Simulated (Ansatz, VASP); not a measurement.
**TaN: VASP beside Ansatz**

```
CELL_PARAMETERS angstrom
0.00000 2.21132 2.21132
2.21132 0.00000 2.21132
2.21132 2.21132 0.00000
ATOMIC_POSITIONS crystal
Ta 0.50000 0.50000 0.50000
N 0.00000 0.00000 0.00000
```

Alike in both runs: task single point; functional PBE; k mesh 10 × 10 × 10; occupations gaussian, width 0.02 eV; no spin polarisation.

|  | VASP | Ansatz |
| --- | --- | --- |
| version | VASP 6.6.1 | Ansatz 0.2.0 |
| potentials or method | VASP PAW PBE potentials, release 64 (Ta_pv, N) | Ansatz PAW |
| plane-wave cutoff (eV) | 520 | 420 |
| valence electrons in the cell | 16 | 18 |

VASP gave:

* gap on the k mesh at the Fermi level (eV): none
* pressure (GPa): -0.6

Q: What did Ansatz give for the same quantities?

A: gap on the k mesh at the Fermi level (eV): none; pressure (GPa): -1.4.

A gap of «none» marks a metal or a gap that the smearing closes. The functional is the same, so the differences come from potentials, cutoffs and numerics. VASP's potentials hold 16 valence electrons a cell and Ansatz's 18, so a difference there can come from the potentials and not from the codes.

Spin-orbit coupling is off throughout.
